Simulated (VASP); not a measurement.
Here is a VASP 6.6.1 calculation.

INCAR

```
  ALGO = Normal
  EDIFF = 1E-6
  ENCUT = 520
  GGA = PE
  ISIF = 2
  ISMEAR = -1
  LASPH = True
  LCHARG = True
  LELF = True
  LREAL = False
  LVHAR = True
  LWAVE = False
  NBANDS = 10
  NELM = 100
  PREC = Accurate
  SIGMA = 0.08
```

Contents of KPOINTS:

```
k-points
0
Gamma
  18 18 18
```

The input POSCAR:

```
F
1.0
   -1.1993987545      1.1993987545      1.1993987545
    1.1993987545     -1.1993987545      1.1993987545
    1.1993987545      1.1993987545     -1.1993987545
F
1
Direct
    0.0000000000      0.0000000000      0.0000000000
```

Potentials or basis: VASP PAW PBE potentials, release 64 (F).

The run is started by

```sh
$ cat potpaw_PBE.64/F/POTCAR > POTCAR
$ mpirun -np 1 vasp_std > vasp.out
```

Predict the pressure.

54.8 GPa.

Caveat: an odd number of electrons without spin polarisation forces a metal; a magnetic or distorted state may lie lower.
